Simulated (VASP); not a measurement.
Write the native input for VASP 6.6.1 that does the following.

| Item | Value |
| --- | --- |
| Task | relaxation of cell and atoms |
| Functional | PBEsol |
| Potentials or basis | VASP PAW PBE potentials, release 64 (Sc_sv) |
| Cutoff | 500 eV |
| k mesh | 21 × 21 × 10 |
| Occupations | gaussian, width 0.1 eV |
| Spin | no spin polarisation |
| Dipole correction | no |
| Further INCAR settings | ALGO = Normal; EDIFF = 1e-07; IBRION = 2; EDIFFG = -0.01; NSW = 100; ISIF = 3 |

The structure of Sc lies in POSCAR:

```
Sc
1.0
    3.2912249515      0.0000000000      0.0000000000
   -1.6456124757      2.8502844175      0.0000000000
    0.0000000000      0.0000000000      5.3325723900
Sc
2
Direct
    0.3333333300      0.6666666700      0.2500000000
    0.6666666700      0.3333333300      0.7500000000
```

The input as run:

INCAR

```
PREC = Accurate
ENCUT = 500
EDIFF = 1E-7
ISMEAR = 0
SIGMA = 0.1
LREAL = F
LASPH = T
NELM = 120
ALGO = Normal
ISIF = 3
LWAVE = F
LCHARG = F
GGA = PS
IBRION = 2
NSW = 100
EDIFFG = -0.01
GGA_COMPAT = F
NELMIN = 4
```

KPOINTS

```
Automatic mesh
0
Gamma
  21 21 10
```

Potentials or basis: VASP PAW PBE potentials, release 64 (Sc_sv).

Run with:

```console
$ cat potpaw_PBE.64/Sc_sv/POTCAR > POTCAR
$ mpirun -np 1 vasp_std > vasp.out
```

Results of the run:

```
Relaxed volume                        : 23.63 Å³/atom
Relaxed cell                          : a = 3.277 Å, b = 3.277 Å, c = 5.081 Å, α = 90.00°, β = 90.00°, γ = 120.00°
Space group after relaxing (to 0.1 Å) : P6_3/mmc (No. 194)
Energy gained by relaxing             : 19.4 meV/atom
Ionic steps                           : 5
Pressure after relaxing               : 0.0 GPa
Band gap on the k mesh                : zero (bands 11 and 12 overlap by 1.58 eV)
```

Caveat: the PAW data sets were made with another functional, which shifts forces and pressure a little.

Run time: 5.6 min on 1 thread of Oxide Virtual Turin-like Processor, on a shared host, peak memory 0.27 GiB.
